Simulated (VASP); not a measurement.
# Hf (Pm-3m) in VASP: further runs

Hf is run at these levels: LDA; tasks: single point.

Program: VASP 6.6.1. These are calculated values, not measurements. Logs are shortened: lines on timing, memory, paths and dates and some standing lists are left out, and cuts for length are marked.

### Step 1. The cell of the first run

It takes space group Pm-3m (No. 221, cubic). Conventional cell: a = 2.824 Å, b = 2.824 Å, c = 2.824 Å, α = 90.00°, β = 90.00°, γ = 90.00°. Hf (site symmetry m-3m) has 6 Hf at 2.82 Å within 3.7 Å.

### Step 2. Single point, LDA

The input, INCAR:

```
SYSTEM = Hf
PREC = Accurate ; ENCUT = 520
EDIFF = 1E-6 ; ISMEAR = -1
SIGMA = 0.1 ; LREAL = .False.
LASPH = .True. ; NELM = 100
ALGO = Normal ; ISIF = 2
LWAVE = .False. ; LCHARG = .False.
GGA = CA ; NBANDS = 11
```

The input, KPOINTS:

```
Automatic mesh
0
Gamma
  11 11 11
  0 0 0
```

The input, POSCAR:

```
Hf
1.0
    2.8239663908      0.0000000000      0.0000000000
    0.0000000000      2.8239663908      0.0000000000
    0.0000000000      0.0000000000      2.8239663908
Hf
1
Direct
    0.0000000000      0.0000000000      0.0000000000
```

Potentials or basis: VASP PAW LDA potentials, release 64 (Hf_pv).

Started as:

```
cat potpaw_LDA.64/Hf_pv/POTCAR > POTCAR
mpirun -np 1 vasp_std > vasp.out
```

OUTCAR:

```text
SYSTEM = Hf
   PREC = Accurate
   ENCUT = 520
   EDIFF = 1E-6
   ISMEAR = -1
   LREAL = .False.
   LASPH = .True.
   NELM = 100
   ISIF = 2
   GGA = CA

 ion  position               nearest neighbor table
   1  0.000  0.000  0.000-

  LATTYP: Found a simple cubic cell.
 ALAT       =     2.8239663908

  Lattice vectors:

 A1 = (   2.8239663908,   0.0000000000,   0.0000000000)
 A2 = (   0.0000000000,   2.8239663908,   0.0000000000)
 A3 = (   0.0000000000,   0.0000000000,   2.8239663908)

Analysis of symmetry for initial positions (statically):
=====================================================================
 Subroutine PRICEL returns:
 Original cell was already a primitive cell.

 Routine SETGRP: Setting up the symmetry group for a
 simple cubic supercell.

 Subroutine GETGRP returns: Found 48 space group operations
 (whereof 48 operations were pure point group operations)
 out of a pool of 48 trial point group operations.

The static configuration has the point symmetry O_h .

Analysis of symmetry for dynamics (positions and initial velocities):
=====================================================================
 Subroutine PRICEL returns:
 Original cell was already a primitive cell.

 Routine SETGRP: Setting up the symmetry group for a
 simple cubic supercell.

 Subroutine GETGRP returns: Found 48 space group operations
 (whereof 48 operations were pure point group operations)
 out of a pool of 48 trial point group operations.

The dynamic configuration has the point symmetry O_h .

 Subroutine INISYM returns: Found 48 space group operations
 (whereof 48 operations are pure point group operations),
 and found     1 'primitive' translations

----------------------------------------------------------------------------------------

                                     Primitive cell

  volume of cell :      22.5205

  direct lattice vectors                    reciprocal lattice vectors
     2.823966391  0.000000000  0.000000000     0.354111863  0.000000000  0.000000000
     0.000000000  2.823966391  0.000000000     0.000000000  0.354111863  0.000000000
     0.000000000  0.000000000  2.823966391     0.000000000  0.000000000  0.354111863

  length of vectors
     2.823966391  2.823966391  2.823966391     0.354111863  0.354111863  0.354111863

[... 82 lines left out ...]
   IBRION =     -1    ionic relax: 0-MD 1-quasi-New 2-CG
   NFREE  =      0    steps in history (QN), initial steepest desc. (CG)
   ISIF   =      2    stress and relaxation
   ISYM   =      2    0-nonsym 1-usesym 2-fastsym
   POTIM  = 0.5000    time-step for ionic-motion
   TEBEG  =    0.0;   TEEND  =   0.0 temperature during run
   PSTRESS=    0.0 pullay stress
   NELECT =      10.0000    total number of electrons
   NUPDOWN=      -1.0000    fix difference up-down
   EMIN   =  10.00;   EMAX   =-10.00  energy-range for DOS
   EFERMI =   0.00;   METHOD = LEGACY
   ISMEAR =    -1;   SIGMA  =   0.10  broadening in eV -4-tet -1-fermi 0-gaus
   EFERMI_NEDOS =   21; number of points for ismear=-14 and -15
   IALGO  =     38    algorithm
   IMIX   =      4    mixing-type and parameters
     AMIX     =   0.40;   BMIX     =  1.00
     AMIX_MAG =   1.60;   BMIX_MAG =  1.00
  volume/ion in A,a.u.               =      22.52       151.98
  Fermi-wavevector in a.u.,A,eV,Ry     =   1.248960  2.360193 21.223754  1.559902
  Thomas-Fermi vector in A             =   2.383023
   LORBIT       =      0    0 simple, 1 ext, 2 COOP (PROOUT), +10 PAW based schemes
   GGA     = CA    functional components
   LHFCALC =     F    Hartree Fock is set to
   AEXX    =    0.0000 exact exchange contribution
   IVDW    =     0    specifies the selected vdW correction
   LEPSILON=     F    determine dielectric tensor
   LRPA    =     F    only Hartree local field effects (RPA)
 non-spin polarized calculation
  energy-cutoff  :      520.00
  volume of cell :       22.52
 maximum number of plane-waves:       624
 NGX is ok and might be reduce to    24
   NGX = 11   NGY = 11   NGZ = 11

 number of electron      10.0000000 magnetization

 number of electron       9.9999999 magnetization

 Free energy of the ion-electron system (eV)
  ---------------------------------------------------
  ext. energy  EPLUGINS =         0.00000000
  ---------------------------------------------------
  free energy    TOTEN  =        -9.68660831 eV

  energy without entropy =       -9.63562098  energy(sigma->0) =       -9.66111464

 E-fermi :   4.2777     XC(G=0): -11.3364

 val. band max:        4.2704144309   @ k =   0.4545   0.2727   0.2727
 cond. band min:       4.3006076810   @ k =   0.2727   0.0000   0.0000
 fundamental gap:      0.0301932500
 Fermi energy:         4.2777403367

 k-point     1 :       0.0000    0.0000    0.0000
  band No.  band energies     occupation
      1     -25.2185      2.00000
      2     -25.2185      2.00000
      3     -25.2185      2.00000
      4      -2.3979      2.00000
      5       2.6083      2.00000
      6       2.6083      2.00000
      7      11.3556      0.00000
      8      11.3556      0.00000
      9      11.3556      0.00000
     10      16.7164      0.00000
     11      18.0591      0.00000
[... 309 lines left out ...]
 k-point    24 :       0.2727    0.0909    0.0909
  band No.  band energies     occupation
      1     -25.9349      2.00000
      2     -25.2541      2.00000
      3     -25.2425      2.00000
      4      -0.1571      2.00000
      5       3.5397      1.99875
      6       4.4341      0.34617
      7       8.2509      0.00000
      8       8.3468      0.00000
      9      10.7069      0.00000
     10      14.8344      0.00000
     11      16.7246      0.00000

 [... further k-points ...]

------------------------ aborting loop because EDIFF is reached ----------------------------------------

  FORCE on cell =-STRESS in cart. coord.  units (eV):
  Direction    XX          YY          ZZ          XY          YZ          ZX
  --------------------------------------------------------------------------------------
  -------------------------------------------------------------------------------------
  Total       -0.0034376     -0.0034376     -0.0034376     -0.0000000      0.0000000      0.0000000
  in kB       -0.2445636     -0.2445636     -0.2445636     -0.0000000      0.0000000      0.0000000
  external PRESSURE =      -0.2445636 kB  Pullay stress =       0.0000000 kB

 VOLUME and BASIS-vectors are now :
 -----------------------------------------------------------------------------
  energy-cutoff  :      520.00
  volume of cell :       22.52
      direct lattice vectors                 reciprocal lattice vectors
     2.823966391  0.000000000  0.000000000     0.354111863  0.000000000  0.000000000
     0.000000000  2.823966391  0.000000000     0.000000000  0.354111863  0.000000000
     0.000000000  0.000000000  2.823966391     0.000000000  0.000000000  0.354111863

 POSITION                                       TOTAL-FORCE (eV/Angst)
 -----------------------------------------------------------------------------------
      0.00000      0.00000      0.00000         0.000000      0.000000      0.000000
 -----------------------------------------------------------------------------------
    total drift:                                0.000000      0.000000      0.000000

  FREE ENERGIE OF THE ION-ELECTRON SYSTEM (eV)
  ---------------------------------------------------
  free  energy   TOTEN  =        -9.6866083124 eV

  energy  without entropy=       -9.6356209755  energy(sigma->0) =       -9.66111464
```

OSZICAR:

```text
N       E                     dE             d eps       ncg     rms          rms(c)
DAV:   1     0.132830528113E+02    0.13283E+02   -0.57220E+03  1240   0.838E+02
DAV:   2    -0.946117383697E+01   -0.22744E+02   -0.21915E+02  1510   0.154E+02
DAV:   3    -0.992953432761E+01   -0.46836E+00   -0.46056E+00  1475   0.149E+01
DAV:   4    -0.993147923470E+01   -0.19449E-02   -0.19446E-02  1427   0.120E+00
DAV:   5    -0.993149058055E+01   -0.11346E-04   -0.11345E-04  1546   0.820E-02    0.343E+01
DAV:   6    -0.974297748441E+01    0.18851E+00   -0.17892E-01  1451   0.275E+00    0.200E+01
DAV:   7    -0.969026095536E+01    0.52717E-01   -0.22457E-01  1469   0.296E+00    0.108E+00
DAV:   8    -0.968658835005E+01    0.36726E-02   -0.19004E-02  1392   0.893E-01    0.591E-02
DAV:   9    -0.968660780805E+01   -0.19458E-04   -0.20377E-04  1496   0.123E-01    0.358E-02
DAV:  10    -0.968660831239E+01   -0.50434E-06   -0.86447E-06  1467   0.227E-02
   1 F= -.96866083E+01 E0= -.96611146E+01  d E =-.509873E-01
```

Run time: 7.1 s. Hardware: 1 thread of Intel Xeon Platinum 8488C (Sapphire Rapids), shared host; peak memory 0.13 GiB.

What came out:

| Quantity | Value |
| --- | --- |
| Free energy | -9.6866 eV |
| Pressure | 0.0 GPa |
| Band gap on the k mesh | zero (band 5 reaches 5.17 eV, above the bottom of band 6 at 2.61 eV) |

Levels at points of the mesh, in eV from the Fermi level:
```
           k point  band 2  band 3  band 4  band 5  band 6  band 7  band 8  band 9
(0.00, 0.00, 0.00)  -29.50  -29.50   -6.68   -1.67   -1.67    7.08    7.08    7.08
```

Caveat: spin-orbit coupling is left out, which moves the levels of the heavy elements.

### Step 3. Single point, LDA (volume scaled by 0.88)

The input, INCAR:

```
ALGO = Normal
EDIFF = 1E-7
ENCUT = 520
GGA = CA
ISIF = 2
ISMEAR = -1
LASPH = T
LCHARG = T
LELF = T
LREAL = F
LVHAR = T
LWAVE = F
NBANDS = 11
NELM = 100
PREC = Accurate
SIGMA = 0.1
```

The input, KPOINTS:

```
k-points
0
Gamma
  13 13 13
```

The input, POSCAR:

```
Hf
1.0
    2.7061617281      0.0000000000      0.0000000000
    0.0000000000      2.7061617281      0.0000000000
    0.0000000000      0.0000000000      2.7061617281
Hf
1
Direct
    0.0000000000      0.0000000000      0.0000000000
```

Potentials or basis: VASP PAW LDA potentials, release 64 (Hf_pv).

Started as:

```
cat potpaw_LDA.64/Hf_pv/POTCAR > POTCAR
mpirun -np 1 vasp_std > vasp.out
```

Wall time 10 s (1 thread of Intel Xeon Platinum 8488C (Sapphire Rapids), shared host); peak memory 0.13 GiB.

Results (log left out):

| Property | Result |
| --- | --- |
| Free energy | -9.5728 eV |
| Pressure | 14.6 GPa |
| Band gap on the k mesh | zero (band 5 reaches 6.19 eV, above the bottom of band 6 at 3.15 eV) |

Levels at points of the mesh, in eV from the Fermi level:
```tsv
k point	band 3	band 4	band 5	band 6	band 7	band 8
(0.00, 0.00, 0.00)	-29.11	-7.05	-2.08	-2.08	8.08	8.08
```

Caveat: spin-orbit coupling is left out, which moves the levels of the heavy elements.
